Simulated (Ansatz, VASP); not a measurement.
## GaAs in VASP and in Ansatz

Contents of INCAR:

```
PREC = Accurate
ENCUT = 500
EDIFF = 1E-6
ISMEAR = 0
SIGMA = 0.02
LREAL = F
LASPH = T
NELM = 120
ALGO = Normal
ISIF = 2
LWAVE = F
LCHARG = T
GGA = PS
LELF = T
LVHAR = T
NBANDS = 16
GGA_COMPAT = F
```

KPOINTS

```
Automatic mesh
0
Gamma
  12 12 12
```

File POSCAR:

```
GaAs
1.0
    0.0000000000      2.8295489064      2.8295489064
    2.8295489064      0.0000000000      2.8295489064
    2.8295489064      2.8295489064      0.0000000000
Ga As
1 1
Direct
    0.0000000000      0.0000000000      0.0000000000
    0.2500000000      0.2500000000      0.2500000000
```

Input for Ansatz:

```yaml
crystal:
  lattice:
    - [0.0, 2.8295489064, 2.8295489064]
    - [2.8295489064, 0.0, 2.8295489064]
    - [2.8295489064, 2.8295489064, 0.0]
  atoms:
    - { symbol: Ga, position: [0.0, 0.0, 0.0] }
    - { symbol: As, position: [0.25, 0.25, 0.25] }
basis:
  ecutwfc: 420
kpoints:
  mp_grid: { grid: [12, 12, 12] }
  band_path:
    path:
      - [[0.0, 0.0, 0.0], [-0.5, -0.5, 0.0], [-0.375, -0.375, 0.25]]
      - [[-0.375, 0.0, 0.375], [0.0, 0.0, 0.0], [0.0, 0.0, 0.5], [-0.5, -0.25, 0.25], [-0.5, -0.5, 0.0]]
    npoints: 10
hamiltonian:
  xc: pbesol
scf:
  occupations: { method: gaussian, width: 0.02 }
  n_extra_bands: 7
output:
  forces: true
  stress: true
  eigenvalues: true
```

Alike in both runs: task single point; functional PBEsol; k mesh 12 × 12 × 12; occupations gaussian, width 0.02 eV; no spin polarisation.

```csv
,VASP,Ansatz
version,VASP 6.6.1,Ansatz 0.2.0
potentials or method,"VASP PAW PBE potentials, release 64 (Ga_d, As), cutoff 500 eV","scalar-relativistic, plane waves, PAW"
valence electrons in the cell,18,28
```

|  | VASP | Ansatz | Ansatz less VASP |
| --- | --- | --- | --- |
| gap on the k mesh at the Fermi level (eV) | 0.43 | 0.42 | -0.014 |
| least direct gap on the mesh (eV) | 0.43 | 0.42 | -0.014 |
| pressure (GPa) | 0.2 | 0.0 | -0.15 |

VASP's potentials were made for PBE, not for PBEsol. The functional is the same, so the differences come from potentials, cutoffs and numerics. VASP's potentials hold 18 valence electrons a cell and Ansatz's 28, so a difference there can come from the potentials and not from the codes.
